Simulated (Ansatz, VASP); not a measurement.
## AlRu: VASP beside Ansatz

INCAR

```
PREC = Accurate
ENCUT = 520
EDIFF = 1E-7
ISMEAR = -5
SIGMA = 0.1
LREAL = False
LASPH = True
NELM = 100
ALGO = Normal
ISIF = 2
LWAVE = False
LCHARG = False
GGA = PE
NBANDS = 16
```

File KPOINTS:

```
Automatic mesh
0
Gamma
  4 4 4
```

Contents of POSCAR:

```
AlRu
1.0
    2.9990673665      0.0109944932     -0.0465078834
    0.0109944932      3.0076346069     -0.0290857447
   -0.0465078834     -0.0290857447      3.0399057272
Al Ru
1 1
Direct
    0.0000000000      0.0000000000      0.0000000000
    0.5000000000      0.5000000000      0.5000000000
```

Input for Ansatz:

```yaml
crystal:
  lattice:
    - [2.9990673665, 0.0109944932, -0.0465078834]
    - [0.0109944932, 3.0076346069, -0.0290857447]
    - [-0.0465078834, -0.0290857447, 3.0399057272]
  atoms:
    - { symbol: Al, position: [0.0, 0.0, 0.0] }
    - { symbol: Ru, position: [0.5, 0.5, 0.5] }
basis:
  ecutwfc: "20 Ha"
kpoints:
  mp_grid: { grid: [4, 4, 4] }
hamiltonian:
  xc: pbe
scf:
  occupations: { method: tetrahedron }
output:
  forces: true
  stress: true
  eigenvalues: true
```

Alike in both runs: task single point; functional PBE; k mesh 4 × 4 × 4; occupations tetrahedron; no spin polarisation.

|  | VASP | Ansatz |
| --- | --- | --- |
| version | VASP 6.6.1 | Ansatz 0.2.0 |
| potentials or method | VASP PAW PBE potentials, release 64 (Al, Ru_pv), cutoff 520 eV | scalar-relativistic, plane waves, PAW |
| valence electrons in the cell | 17 | 19 |

```tsv
	VASP	Ansatz	Ansatz less VASP
gap on the k mesh at the Fermi level (eV)	none	none	-
pressure (GPa)	-3.5	-3.4	+0.07
traceless stress, the component that is largest in VASP (GPa)	3.95	3.73	-0.224
```

A gap of «none» marks a metal or a gap that the smearing closes. VASP's potentials hold 17 valence electrons a cell and Ansatz's 19, so a difference there can come from the potentials and not from the codes. Ansatz's warnings: band table not solved further, tetrahedron derivatives may miss energy slope.

The k mesh is coarse, so the values compare programs but aren't converged.
